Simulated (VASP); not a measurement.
# BeCdO2 (P4/nmm) in VASP: a series of runs

BeCdO2 is run at these levels: PBE; tasks: single point, relaxation of cell and atoms.

Everything below comes from runs of VASP 6.6.1. Logs are shortened: lines on timing, memory, paths and dates and some standing lists are left out, and cuts for length are marked.

### Step 1. The cell of the first run

The structure is tetragonal, space group P4/nmm (No. 129). The conventional cell has a = 4.140 Å, b = 4.140 Å, c = 5.197 Å, α = 90.00°, β = 90.00°, γ = 90.00°. Be (site symmetry 4mm) has 5 O at 1.57 to 2.09 Å within 2.1 Å. Within 3.1 Å of Cd (site symmetry -4m2) lie 6 O at 2.19 to 2.60 Å and 4 Cd at 2.93 Å and 4 Be at 3.09 Å. O (site symmetry 4mm) has 1 Be at 1.57 Å within 2.1 Å. Within 2.8 Å of O (site symmetry -4m2) lie 4 Be at 2.09 Å and 2 Cd at 2.60 Å and 4 O at 2.79 Å.

### Step 2. Single point, PBE

File INCAR:

```
ALGO     = Normal         # electronic algorithm
EDIFF    = 1E-6           # SCF threshold, eV
ENCUT    = 520            # plane-wave cutoff, eV
GGA      = PE             # functional
ISIF     = 2              # what is computed and relaxed
ISMEAR   = 0              # smearing method
LASPH    = T              # aspherical terms in the spheres
LCHARG   = F              # write CHGCAR
LREAL    = F              # projectors in reciprocal space
LWAVE    = F              # write WAVECAR
NBANDS   = 36             # bands
NELM     = 100            # most SCF steps
PREC     = Accurate       # precision mode
SIGMA    = 0.1            # smearing width, eV
```

File KPOINTS:

```
k-points
0
Gamma
  6 6 4
```

File POSCAR:

```
BeCdO2
1.0
    4.1403278465      0.0000000000      0.0000000000
    0.0000000000      4.1403278465      0.0000000000
    0.0000000000      0.0000000000      5.1968100967
Be Cd O
2 2 4
Direct
    0.0000000000      0.5000000000      0.4406103506
    0.5000000000      0.0000000000      0.5593896494
    0.0000000000      0.0000000000      0.0000000000
    0.5000000000      0.5000000000      0.0000000000
    0.5000000000      0.0000000000      0.8609257179
    0.0000000000      0.5000000000      0.1390742821
    0.0000000000      0.0000000000      0.5000000000
    0.5000000000      0.5000000000      0.5000000000
```

Potentials or basis: VASP PAW PBE potentials, release 64 (Be, Cd, O).

Command:

```console
$ cat potpaw_PBE.64/Be/POTCAR potpaw_PBE.64/Cd/POTCAR potpaw_PBE.64/O/POTCAR > POTCAR
$ mpirun -np 1 vasp_std > vasp.out
```

OUTCAR:

```text
EDIFF = 1E-6
   ENCUT = 520
   GGA = PE
   ISIF = 2
   ISMEAR = 0
   LASPH = T
   LREAL = F
   NELM = 100
   PREC = Accurate

 ion  position               nearest neighbor table
   1  0.000  0.500  0.441-   6 1.57   7 2.09   8 2.09   7 2.09   8 2.09
   2  0.500  0.000  0.559-   5 1.57   7 2.09   8 2.09   8 2.09   7 2.09
   3  0.000  0.000  0.000-   5 2.19   6 2.19   6 2.19   5 2.19   7 2.60   7 2.60   4 2.93   4 2.93
                             4 2.93   4 2.93
   4  0.500  0.500  0.000-   5 2.19   6 2.19   5 2.19   6 2.19   8 2.60   8 2.60   3 2.93   3 2.93
                             3 2.93   3 2.93
   5  0.500  0.000  0.861-   2 1.57   3 2.19   4 2.19   4 2.19   3 2.19
   6  0.000  0.500  0.139-   1 1.57   3 2.19   4 2.19   3 2.19   4 2.19
   7  0.000  0.000  0.500-   1 2.09   2 2.09   1 2.09   2 2.09   3 2.60   3 2.60
   8  0.500  0.500  0.500-   1 2.09   2 2.09   2 2.09   1 2.09   4 2.60   4 2.60

  LATTYP: Found a simple tetragonal cell.
 ALAT       =     4.1403278465
 C/A-ratio  =     1.2551687425

  Lattice vectors:

 A1 = (   4.1403278465,   0.0000000000,   0.0000000000)
 A2 = (   0.0000000000,   4.1403278465,   0.0000000000)
 A3 = (   0.0000000000,   0.0000000000,   5.1968100967)

Analysis of symmetry for initial positions (statically):
=====================================================================
 Subroutine PRICEL returns:
 Original cell was already a primitive cell.

 Routine SETGRP: Setting up the symmetry group for a
 simple tetragonal supercell.

 Subroutine GETGRP returns: Found 16 space group operations
 (whereof  8 operations were pure point group operations)
 out of a pool of 16 trial point group operations.

The static configuration has the point symmetry D_2d.
 The point group associated with its full space group is D_4h.

Analysis of symmetry for dynamics (positions and initial velocities):
=====================================================================
 Subroutine PRICEL returns:
 Original cell was already a primitive cell.

 Routine SETGRP: Setting up the symmetry group for a
 simple tetragonal supercell.

 Subroutine GETGRP returns: Found 16 space group operations
 (whereof  8 operations were pure point group operations)
 out of a pool of 16 trial point group operations.

The dynamic configuration has the point symmetry D_2d.
 The point group associated with its full space group is D_4h.

[... 113 lines left out ...]
   NSW    =      0    number of steps for IOM
   IBRION =     -1    ionic relax: 0-MD 1-quasi-New 2-CG
   NFREE  =      0    steps in history (QN), initial steepest desc. (CG)
   ISIF   =      2    stress and relaxation
   ISYM   =      2    0-nonsym 1-usesym 2-fastsym
   POTIM  = 0.5000    time-step for ionic-motion
   TEBEG  =    0.0;   TEEND  =   0.0 temperature during run
   PSTRESS=    0.0 pullay stress
   NELECT =      52.0000    total number of electrons
   NUPDOWN=      -1.0000    fix difference up-down
   EMIN   =  10.00;   EMAX   =-10.00  energy-range for DOS
   EFERMI =   0.00;   METHOD = LEGACY
   ISMEAR =     0;   SIGMA  =   0.10  broadening in eV -4-tet -1-fermi 0-gaus
   EFERMI_NEDOS =   21; number of points for ismear=-14 and -15
   IALGO  =     38    algorithm
   IMIX   =      4    mixing-type and parameters
     AMIX     =   0.40;   BMIX     =  1.00
     AMIX_MAG =   1.60;   BMIX_MAG =  1.00
  volume/ion in A,a.u.               =      11.14        75.15
  Fermi-wavevector in a.u.,A,eV,Ry     =   1.368171  2.585469 25.468650  1.871893
  Thomas-Fermi vector in A             =   2.494159
   LORBIT       =      0    0 simple, 1 ext, 2 COOP (PROOUT), +10 PAW based schemes
   GGA     = PE    functional components
   LHFCALC =     F    Hartree Fock is set to
   AEXX    =    0.0000 exact exchange contribution
   IVDW    =     0    specifies the selected vdW correction
   LEPSILON=     F    determine dielectric tensor
   LRPA    =     F    only Hartree local field effects (RPA)
 non-spin polarized calculation
 Gauss-broadening in eV      SIGMA  =   0.10
  energy-cutoff  :      520.00
  volume of cell :       89.09
 maximum number of plane-waves:      2436
 NGX is ok and might be reduce to    32
   NGX = 15   NGY = 15   NGZ = 19

 number of electron      52.0000021 magnetization

 Free energy of the ion-electron system (eV)
  ---------------------------------------------------
  ext. energy  EPLUGINS =         0.00000000
  ---------------------------------------------------
  free energy    TOTEN  =       -38.84610736 eV

  energy without entropy =      -38.84610736  energy(sigma->0) =      -38.84610736

 E-fermi :   2.7335     XC(G=0): -10.9386

 val. band max:        2.3726721892   @ k =   0.5000   0.5000   0.5000
 cond. band min:       3.0827263999   @ k =   0.0000   0.0000   0.0000
 fundamental gap:      0.7100542108
 Fermi energy:         2.7334679791

 k-point     1 :       0.0000    0.0000    0.0000
  band No.  band energies     occupation
      1     -16.2186      2.00000
      2     -15.7929      2.00000
      3     -13.8022      2.00000
      4     -12.9724      2.00000
      5      -5.6427      2.00000
      6      -5.3382      2.00000
[... 925 lines left out ...]
     35      12.6932      0.00000
     36      12.6932      0.00000

 [... further k-points ...]

------------------------ aborting loop because EDIFF is reached ----------------------------------------

  FORCE on cell =-STRESS in cart. coord.  units (eV):
  Direction    XX          YY          ZZ          XY          YZ          ZX
  --------------------------------------------------------------------------------------
  -------------------------------------------------------------------------------------
  Total        0.9510529      0.9510529      0.4192345      0.0000000      0.0000000      0.0000000
  in kB       17.1044438     17.1044438      7.5398255      0.0000000      0.0000000      0.0000000
  external PRESSURE =      13.9162377 kB  Pullay stress =       0.0000000 kB

 VOLUME and BASIS-vectors are now :
 -----------------------------------------------------------------------------
  energy-cutoff  :      520.00
  volume of cell :       89.09
      direct lattice vectors                 reciprocal lattice vectors
     4.140327846  0.000000000  0.000000000     0.241526767  0.000000000  0.000000000
     0.000000000  4.140327846  0.000000000     0.000000000  0.241526767  0.000000000
     0.000000000  0.000000000  5.196810097     0.000000000  0.000000000  0.192425735

 POSITION                                       TOTAL-FORCE (eV/Angst)
 -----------------------------------------------------------------------------------
      0.00000      2.07016      2.28977         0.000000      0.000000      0.020731
      2.07016      0.00000      2.90704        -0.000000      0.000000     -0.020731
      0.00000      0.00000      0.00000        -0.000000     -0.000000      0.000000
      2.07016      2.07016      0.00000        -0.000000      0.000000      0.000000
      2.07016      0.00000      4.47407        -0.000000      0.000000     -0.114280
      0.00000      2.07016      0.72274         0.000000     -0.000000      0.114280
      0.00000      0.00000      2.59841        -0.000000      0.000000      0.000000
      2.07016      2.07016      2.59841        -0.000000      0.000000      0.000000
 -----------------------------------------------------------------------------------
    total drift:                                0.000000     -0.000000     -0.000000

  FREE ENERGIE OF THE ION-ELECTRON SYSTEM (eV)
  ---------------------------------------------------
  free  energy   TOTEN  =       -38.8461073635 eV

  energy  without entropy=      -38.8461073594  energy(sigma->0) =      -38.84610736
```

stdout:

```text
POSCAR found type information on POSCAR BeCdO
 POSCAR found :  3 types and       8 ions
 scaLAPACK will be used
 LDA part: xc-table for (Slater+PW92), standard interpolation
 POSCAR, INCAR and KPOINTS ok, starting setup
 FFT: planning ... GRIDC
 FFT: planning ... GRID_SOFT
 FFT: planning ... GRID
 WAVECAR not read
 entering main loop
```

Run time: 89 s. Hardware: 1 thread of AMD EPYC 9R45 (Zen 5), shared host; peak memory 0.2 GiB.

What came out:

```
Free energy            : -38.8461 eV
Pressure               : 1.4 GPa
Largest force          : 0.114 eV/Å
Band gap on the k mesh : 0.71 eV (least direct gap 1.22 eV)
```

Forces in eV/Å, atoms in the order of the input:
```
Be   0.000  0.000  0.021
Be   0.000  0.000 -0.021
Cd   0.000  0.000  0.000
Cd   0.000  0.000  0.000
O    0.000  0.000 -0.114
O    0.000  0.000  0.114
O    0.000  0.000  0.000
O    0.000  0.000  0.000
```

Stress tensor (GPa, compression positive):
```
1.71 0.00 0.00
0.00 1.71 0.00
0.00 0.00 0.75
```

(Part 1 of 2 ends here.)
